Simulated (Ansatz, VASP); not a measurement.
Two plane-wave programs on Al

Contents of INCAR:

```
ALGO = Normal
EDIFF = 1E-6
ENCUT = 520
GGA = RP
ISIF = 2
ISMEAR = -1
LASPH = T
LCHARG = F
LREAL = F
LWAVE = F
NBANDS = 10
NELM = 100
PREC = Accurate
SIGMA = 0.1
```

File KPOINTS:

```
k-points
0
Gamma
  14 14 8
```

POSCAR

```
Al
1.0
    2.7757701491      0.0000000000      0.0000000000
   -1.3878850746      2.4038874642      0.0000000000
    0.0000000000      0.0000000000      4.4653944342
Al
2
Direct
    0.3333333333      0.6666666667      0.2500000000
    0.6666666667      0.3333333333      0.7500000000
```

Input for Ansatz:

```yaml
crystal:
  lattice:
    - [2.7757701491, 0.0, 0.0]
    - [-1.3878850746, 2.4038874642, 0.0]
    - [0.0, 0.0, 4.4653944342]
  atoms:
    - { symbol: Al, position: [0.3333333333, 0.6666666667, 0.25] }
    - { symbol: Al, position: [0.6666666667, 0.3333333333, 0.75] }
hamiltonian:
  xc: rpbe
  pseudopotentials:
    kind: paw
    azcp:
      Al: "pseudopotentials/Al.paw.azcp"
basis:
  ecutwfc: 420
  fft_grid_basis: typed
kpoints:
  mp_grid: { grid: [14, 14, 8], shift: [0, 0, 0] }
magnetization:
  spin_polarized: false
scf:
  occupations: { method: fermi_dirac, width: 0.1 }
  lower_state_search: "off"
output:
  stress: true
  write_density: true
  write_potential: true
  elf: true
  volumetric_format: npy
```

Alike in both runs: task single point; functional RPBE; k mesh 14 × 14 × 8; occupations fermi-dirac, width 0.1 eV; no spin polarisation.

|  | VASP | Ansatz |
| --- | --- | --- |
| version | VASP 6.6.1 | Ansatz 0.2.0 |
| potentials or method | VASP PAW PBE potentials, release 64 (Al), cutoff 520 eV | plane waves (420 eV) with PAW, scalar-relativistic |
| valence electrons in the cell | 6 | 6 |

VASP gave:

```
pressure (GPa)                                                : 12.2
traceless stress, the component that is largest in VASP (GPa) : 1.94
```

Task: Estimate Ansatz's values.

Result: Pressure (GPa): 12.4; traceless stress, the component that is largest in VASP (GPa): 1.95.

VASP's potentials were made for PBE, not for RPBE.
